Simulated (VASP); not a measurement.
# GeOs in VASP: single point with r2SCAN

Aim: the single point of GeOs with r2SCAN.

Everything below comes from runs of VASP 6.6.1. Logs are shortened: lines on timing, memory, paths and dates and some standing lists are left out, and cuts for length are marked.

## (1) The cell of the first run

The typed cell holds 4 atoms: a = 3.722 Å, b = 3.722 Å, c = 5.107 Å, α = 90.00°, β = 90.00°, γ = 60.00°.

## (2) Single point, r2SCAN

The input, POSCAR:

```
GeOs
1.0
    1.8611750000      3.2236470000      0.0000000000
   -1.8611750000      3.2236470000      0.0000000000
    0.0000000000      0.0000000000      5.1067800000
Ge Os
2 2
Direct
    0.3333000000      0.3334000000      0.2500000000
    0.6666000000      0.6667000000      0.7500000000
    0.0000000000      0.0000000000      0.0000000000
    0.0000000000      0.0000000000      0.5000000000
```

The input, INCAR.step1:

```
PREC = Accurate
ENCUT = 660
ISMEAR = -1
SIGMA = 0.1
LREAL = F
LASPH = T
NELM = 120
NBANDS = 30
GGA = PE
ALGO = Normal
EDIFF = 1E-5
LWAVE = T
LCHARG = F
GGA_COMPAT = F
```

The input, INCAR.step2:

```
PREC = Accurate
ENCUT = 660
EDIFF = 1E-6
ISMEAR = -1
SIGMA = 0.1
LREAL = F
LASPH = T
NELM = 120
ALGO = Normal
ISIF = 2
LWAVE = F
LCHARG = F
METAGGA = R2SCAN
LMIXTAU = T
NBANDS = 30
ISTART = 1
GGA_COMPAT = F
```

The input, KPOINTS:

```
regular mesh
0
Gamma
  10 10 7
```

Potentials or basis: VASP PAW PBE potentials, release 64 (Ge_d, Os).

Launch:

```sh
$ cat potpaw_PBE.64/Ge_d/POTCAR potpaw_PBE.64/Os/POTCAR > POTCAR
$ cp INCAR.step1 INCAR
$ mpirun -np 1 vasp_std > vasp.out
$ cp INCAR.step2 INCAR
$ mpirun -np 1 vasp_std > vasp.out
```

OUTCAR:

```text
PREC = Accurate
   ENCUT = 660
   EDIFF = 1E-6
   ISMEAR = -1
   LREAL = F
   LASPH = T
   NELM = 120
   ISIF = 2
   METAGGA = R2SCAN
   ISTART = 1

 ion  position               nearest neighbor table
   1  0.333  0.333  0.250-   3 2.50   4 2.50   3 2.50   4 2.50   3 2.50   4 2.50
   2  0.667  0.667  0.750-   3 2.50   4 2.50   3 2.50   4 2.50   3 2.50   4 2.50
   3  0.000  0.000  0.000-   2 2.50   1 2.50   2 2.50   1 2.50   2 2.50   1 2.50   4 2.55   4 2.55

   4  0.000  0.000  0.500-   2 2.50   1 2.50   2 2.50   1 2.50   2 2.50   1 2.50   3 2.55   3 2.55

  LATTYP: Found a hexagonal cell.
 ALAT       =     3.7223476948
 C/A-ratio  =     1.3719245000

  Lattice vectors:

 A1 = (   1.8611750000,  -3.2236470000,   0.0000000000)
 A2 = (   1.8611750000,   3.2236470000,   0.0000000000)
 A3 = (   0.0000000000,   0.0000000000,   5.1067800000)

Analysis of symmetry for initial positions (statically):
=====================================================================
 Subroutine PRICEL returns:
 Original cell was already a primitive cell.

 Routine SETGRP: Setting up the symmetry group for a
 hexagonal supercell.

 Subroutine GETGRP returns: Found  4 space group operations
 (whereof  2 operations were pure point group operations)
 out of a pool of 24 trial point group operations.

The static configuration has the point symmetry C_2 .
 The point group associated with its full space group is C_2v.

Analysis of symmetry for dynamics (positions and initial velocities):
=====================================================================
 Subroutine PRICEL returns:
 Original cell was already a primitive cell.

 Routine SETGRP: Setting up the symmetry group for a
 hexagonal supercell.

 Subroutine GETGRP returns: Found  4 space group operations
 (whereof  2 operations were pure point group operations)
 out of a pool of 24 trial point group operations.

The dynamic configuration has the point symmetry C_2 .
 The point group associated with its full space group is C_2v.

 Subroutine INISYM returns: Found  4 space group operations
 (whereof  2 operations are pure point group operations),
 and found     1 'primitive' translations

----------------------------------------------------------------------------------------

                                     Primitive cell

  volume of cell :      61.2790

  direct lattice vectors                    reciprocal lattice vectors
     1.861175000  3.223647000  0.000000000     0.268647494  0.155103831  0.000000000
    -1.861175000  3.223647000  0.000000000    -0.268647494  0.155103831  0.000000000
     0.000000000  0.000000000  5.106780000     0.000000000  0.000000000  0.195818108

  length of vectors
     3.722347695  3.722347695  5.106780000     0.310207470  0.310207470  0.195818108

  position of ions in fractional coordinates (direct lattice)
     0.333300000  0.333400000  0.250000000
     0.666600000  0.666700000  0.750000000
     0.000000000  0.000000000  0.000000000
     0.000000000  0.000000000  0.500000000

  ion indices of the primitive-cell ions
   primitive index   ion index
                 1           1
                 2           2
                 3           3
                 4           4

----------------------------------------------------------------------------------------

 KPOINTS: regular mesh

Automatic generation of k-mesh.
 Grid dimensions read from file:
 generate k-points for:   10   10    7

 Generating k-lattice:

  Cartesian coordinates                     Fractional coordinates (reciprocal lattice)
     0.026864749  0.015510383  0.000000000     0.100000000  0.000000000  0.000000000
    -0.026864749  0.015510383  0.000000000     0.000000000  0.100000000  0.000000000
     0.000000000  0.000000000  0.027974015     0.000000000  0.000000000  0.142857143

  Length of vectors
     0.031020747  0.031020747  0.027974015

  Shift w.r.t. Gamma in fractional coordinates (k-lattice)
     0.000000000  0.000000000  0.000000000

 Subroutine IBZKPT returns following result:
 ===========================================

 Found    124 irreducible k-points:

 Following reciprocal coordinates:
            Coordinates               Weight
  0.000000  0.000000  0.000000      1.000000
  0.100000  0.000000  0.000000      4.000000
  0.100000  0.100000  0.000000      2.000000
  0.200000  0.000000  0.000000      4.000000
  0.200000  0.200000  0.000000      2.000000
  0.300000  0.000000  0.000000      4.000000
[... 16 lines left out ...]
  0.400000  0.200000  0.000000      4.000000
 -0.200000  0.200000  0.000000      2.000000
 [... further k-points ...]
   k-points           NKPTS =    124   k-points in BZ     NKDIM =    124   number of bands    NBANDS=     30
   number of dos      NEDOS =    301   number of ions     NIONS =      4
   total plane-waves  NPLWV =  49152
   dimension x,y,z NGX =    32 NGY =   32 NGZ =   48
   dimension x,y,z NGXF=    64 NGYF=   64 NGZF=   96
   ions per type =               2   2
   NGX,Y,Z   is equivalent  to a cutoff of  14.29, 14.29, 15.63 a.u.
   NGXF,Y,Z  is equivalent  to a cutoff of  28.58, 28.58, 31.25 a.u.
 SYSTEM =  unknown system
   PREC   = accura    normal or accurate (medium, high low for compatibility)
   ISTART =      1    job   : 0-new  1-cont  2-samecut
   ICHARG =      0    charge: 1-file 2-atom 10-const
   ISPIN  =      1    spin polarized calculation?
   LNONCOLLINEAR =      F non collinear calculations
   LSORBIT =      F    spin-orbit coupling
   LASPH  =      T    aspherical Exc in radial PAW
   ENCUT  =  660.0 eV  48.51 Ry    6.96 a.u.   7.80  7.80 10.70*2*pi/ulx,y,z
   NELM   =    120;   NELMIN=  2; NELMDL=  0     # of ELM steps
   EDIFF  = 0.1E-05   stopping-criterion for ELM
   LREAL  =      F    real-space projection
   EDIFFG = 0.1E-04   stopping-criterion for IOM
   NSW    =      0    number of steps for IOM
   IBRION =     -1    ionic relax: 0-MD 1-quasi-New 2-CG
   NFREE  =      0    steps in history (QN), initial steepest desc. (CG)
   ISIF   =      2    stress and relaxation
   ISYM   =      2    0-nonsym 1-usesym 2-fastsym
   POTIM  = 0.5000    time-step for ionic-motion
   TEBEG  =    0.0;   TEEND  =   0.0 temperature during run
   PSTRESS=    0.0 pullay stress
   NELECT =      44.0000    total number of electrons
   NUPDOWN=      -1.0000    fix difference up-down
   EMIN   =  10.00;   EMAX   =-10.00  energy-range for DOS
   EFERMI =   0.00;   METHOD = LEGACY
   ISMEAR =    -1;   SIGMA  =   0.10  broadening in eV -4-tet -1-fermi 0-gaus
   EFERMI_NEDOS =   21; number of points for ismear=-14 and -15
   IALGO  =     38    algorithm
   IMIX   =      4    mixing-type and parameters
     AMIX     =   0.40;   BMIX     =  1.00
     AMIX_MAG =   1.60;   BMIX_MAG =  1.00
  volume/ion in A,a.u.               =      15.32       103.38
  Fermi-wavevector in a.u.,A,eV,Ry     =   1.465959  2.770261 29.239401  2.149035
  Thomas-Fermi vector in A             =   2.581754
   LORBIT       =      0    0 simple, 1 ext, 2 COOP (PROOUT), +10 PAW based schemes
   METAGGA = R2SCAN    functional components
   LHFCALC =     F    Hartree Fock is set to
   AEXX    =    0.0000 exact exchange contribution
   IVDW    =     0    specifies the selected vdW correction
   LEPSILON=     F    determine dielectric tensor
   LRPA    =     F    only Hartree local field effects (RPA)
 non-spin polarized calculation
  energy-cutoff  :      660.00
  volume of cell :       61.28
 maximum number of plane-waves:      2386
   NGX = 15   NGY = 15   NGZ = 21

 number of electron      43.9999999 magnetization

 Free energy of the ion-electron system (eV)
  ---------------------------------------------------
  ext. energy  EPLUGINS =         0.00000000
  ---------------------------------------------------
  free energy    TOTEN  =      -132.36089328 eV

  energy without entropy =     -132.28175473  energy(sigma->0) =     -132.32132401

 E-fermi :   8.0208     XC(G=0): -13.9461

 val. band max:        8.0160690788   @ k =  -0.1000   0.2000   0.1429
 cond. band min:       8.0526921711   @ k =   0.4000   0.0000   0.2857
 fundamental gap:      0.0366230922
 Fermi energy:         8.0207638335

 k-point     1 :       0.0000    0.0000    0.0000
  band No.  band energies     occupation
      1     -17.1637      2.00000
      2     -17.1637      2.00000
      3     -17.1166      2.00000
      4     -17.1154      2.00000
      5     -17.1066      2.00000
      6     -17.1066      2.00000
[... 22 lines left out ...]
     29      16.2164      0.00000
     30      16.8860      0.00000

 k-point     2 :       0.1000    0.0000    0.0000
  band No.  band energies     occupation
      1     -17.1621      2.00000
      2     -17.1602      2.00000
      3     -17.1190      2.00000
      4     -17.1151      2.00000
      5     -17.1086      2.00000
      6     -17.1054      2.00000
[... 22 lines left out ...]
     29      15.4814      0.00000
     30      17.8280      0.00000

 k-point     3 :       0.1000    0.1000    0.0000
  band No.  band energies     occupation
      1     -17.1621      2.00000
      2     -17.1602      2.00000
      3     -17.1190      2.00000
      4     -17.1151      2.00000
      5     -17.1086      2.00000
      6     -17.1055      2.00000
[... 22 lines left out ...]
     29      15.4822      0.00000
     30      17.8277      0.00000

 k-point     4 :       0.2000    0.0000    0.0000
  band No.  band energies     occupation
      1     -17.1578      2.00000
      2     -17.1519      2.00000
      3     -17.1215      2.00000
      4     -17.1180      2.00000
      5     -17.1142      2.00000
      6     -17.1079      2.00000
[... 616 lines left out ...]
     29      16.2755      0.00000
     30      17.3628      0.00000

 k-point    23 :       0.4000    0.2000    0.0000
  band No.  band energies     occupation
      1     -17.1577      2.00000
      2     -17.1362      2.00000
      3     -17.1311      2.00000
      4     -17.1194      2.00000
      5     -17.1147      2.00000
      6     -17.1086      2.00000
[... 22 lines left out ...]
     29      16.5959      0.00000
     30      17.9283      0.00000

 k-point    24 :      -0.2000    0.2000    0.0000
  band No.  band energies     occupation
      1     -17.1577      2.00000
      2     -17.1362      2.00000
      3     -17.1311      2.00000
      4     -17.1194      2.00000
      5     -17.1147      2.00000
      6     -17.1085      2.00000
[... 22 lines left out ...]
     29      16.5957      0.00000
     30      17.9276      0.00000

 [... further k-points ...]

------------------------ aborting loop because EDIFF is reached ----------------------------------------

  FORCE on cell =-STRESS in cart. coord.  units (eV):
  Direction    XX          YY          ZZ          XY          YZ          ZX
  --------------------------------------------------------------------------------------
  -------------------------------------------------------------------------------------
  Total        7.6189265      7.6120018      6.3995870      0.0000000      0.0000000      0.0000000
  in kB      199.2014681    199.0204161    167.3210950      0.0000000      0.0000000      0.0000000
  external PRESSURE =     188.5143264 kB  Pullay stress =       0.0000000 kB

 VOLUME and BASIS-vectors are now :
 -----------------------------------------------------------------------------
  energy-cutoff  :      660.00
  volume of cell :       61.28
      direct lattice vectors                 reciprocal lattice vectors
     1.861175000  3.223647000  0.000000000     0.268647494  0.155103831  0.000000000
    -1.861175000  3.223647000  0.000000000    -0.268647494  0.155103831  0.000000000
     0.000000000  0.000000000  5.106780000     0.000000000  0.000000000  0.195818108

 POSITION                                       TOTAL-FORCE (eV/Angst)
 -----------------------------------------------------------------------------------
     -0.00019      2.14921      1.27669         0.002185     -0.001674      0.000000
     -0.00019      4.29809      3.83008         0.002185      0.001674      0.000000
      0.00000      0.00000      0.00000        -0.002185      0.000000      0.000000
      0.00000      0.00000      2.55339        -0.002185      0.000000      0.000000
 -----------------------------------------------------------------------------------
    total drift:                               -0.000128     -0.000000     -0.000000

  FREE ENERGIE OF THE ION-ELECTRON SYSTEM (eV)
  ---------------------------------------------------
  free  energy   TOTEN  =      -132.3608932848 eV

  energy  without entropy=     -132.2817547322  energy(sigma->0) =     -132.32132401
```

Run time: 9.5 min. Hardware: 1 thread of Intel Xeon Platinum 8488C (Sapphire Rapids), shared host; peak memory 0.43 GiB.

What came out:

| Property | Result |
| --- | --- |
| Free energy | -132.3609 eV |
| Pressure | 18.9 GPa |
| Band gap on the k mesh | zero (bands 22 and 23 overlap by 1.74 eV) |

Forces in eV/Å, atoms in the order of the input:
```
Ge   0.002 -0.002  0.000
Ge   0.002  0.002  0.000
Os  -0.002  0.000  0.000
Os  -0.002  0.000  0.000
```

Stress tensor (GPa, compression positive):
```
19.92  0.00  0.00
 0.00 19.90  0.00
 0.00  0.00 16.73
```

Caveat: the cell stands under pressure; the PAW data sets were made with another functional, which shifts forces and pressure a little; spin-orbit coupling is left out, which moves the levels of the heavy elements.

The gap in the log of VASP goes by the Fermi energy; the results here count the filled bands.